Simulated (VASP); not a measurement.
Ge: single point with PBEsol

The system is Ge.

```
CELL_PARAMETERS angstrom
0.03400 2.82229 2.82229
2.93406 0.00710 2.84919
2.93406 2.84919 0.00710
ATOMIC_POSITIONS crystal
Ge 0.51827 0.49483 0.49483
Ge 0.73173 0.75517 0.75517
```

This cell differs from its parent crystal: strained and its atoms moved.

| Item | Value |
| --- | --- |
| Program | VASP 6.6.1 |
| Task | single point |
| Functional | PBEsol |
| Potentials or basis | VASP PAW PBE potentials, release 64 (Ge_d) |
| Cutoff | 520 eV |
| k mesh | 12 × 12 × 12 |
| Occupations | gaussian, width 0.1 eV |
| Spin | no spin polarisation |

| Item | Value |
| --- | --- |
| Pressure | -1.6 GPa |
| Largest force | 0.921 eV/Å |
| Band gap on the k mesh | zero (bands 14 and 15 overlap by 0.79 eV) |

Forces on the atoms (eV/Å):
```
Ge   0.453 -0.567 -0.567
Ge  -0.453  0.567  0.567
```

Stress tensor (GPa, compression positive):
```
-2.94  0.95  0.95
 0.95 -0.93 -0.88
 0.95 -0.88 -0.93
```

Levels at points of the mesh, in eV from the Fermi level:
| k point | band 12 | band 13 | band 14 | band 15 | band 16 | band 17 |
| --- | --- | --- | --- | --- | --- | --- |
| (0.00, 0.00, 0.00) | -0.60 | -0.51 | -0.36 | 0.48 | 2.05 | 2.45 |
| (0.50, 0.00, 0.00) | -7.12 | -1.83 | -1.50 | -0.60 | 3.29 | 3.38 |
| (0.00, 0.50, 0.00) | -7.80 | -1.88 | -1.08 | -0.06 | 3.23 | 3.94 |
| (0.50, 0.50, 0.00) | -8.73 | -3.37 | -3.02 | 0.19 | 0.70 | 8.85 |
| (0.00, 0.50, 0.50) | -8.89 | -3.13 | -2.86 | 0.49 | 0.85 | 8.91 |
| (0.50, 0.50, 0.50) | -7.86 | -1.63 | -1.26 | 0.04 | 3.16 | 4.08 |

Wall time 2.3 min on 1 thread of Intel(R) Xeon(R) 6975P-C (Granite Rapids), with other jobs on the host, peak memory 0.45 GiB.

Caveat: the cell differs from its parent crystal (strained and its atoms moved); semilocal functionals underestimate gaps, so a narrow gap can read as zero; the PAW data sets were made with another functional, which shifts forces and pressure a little.
